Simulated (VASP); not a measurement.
A run of VASP 6.6.1:

INCAR

```
SYSTEM = Cu2H
PREC = Accurate ; ENCUT = 520
EDIFF = 1E-7 ; ISMEAR = 0
SIGMA = 0.1 ; LREAL = .FALSE.
LASPH = .TRUE. ; NELM = 80
ALGO = Normal ; ISIF = 2
LWAVE = .FALSE. ; LCHARG = .FALSE.
GGA = PE ; NBANDS = 18
```

Contents of KPOINTS:

```
Automatic mesh
0
G
  24 24 24
  0 0 0
```

File POSCAR:

```
Cu2H
1.0
    1.3226480624      0.7636312149      4.3860871987
   -1.3226480624      0.7636312149      4.3860871987
    0.0000000000     -1.5272624297      4.3860871987
Cu H
2 1
Direct
    0.7545598236      0.7545598236      0.7545598236
    0.2454401764      0.2454401764      0.2454401764
    0.0000000000      0.0000000000      0.0000000000
```

Potentials or basis: VASP PAW PBE potentials, release 64 (Cu, H).

Command:

```bash
$ cat potpaw_PBE.64/Cu/POTCAR potpaw_PBE.64/H/POTCAR > POTCAR
$ mpirun -np 1 vasp_std > vasp.out
```

Hardware: 1 thread of Oxide Virtual Turin-like Processor, with other jobs on the host.

Problem. Estimate the wall time of this run.

Solution. It took 31 min on 1 thread of Oxide Virtual Turin-like Processor (shared host), peak memory 0.64 GiB. Counts: scf iterations 12, k points 1313.
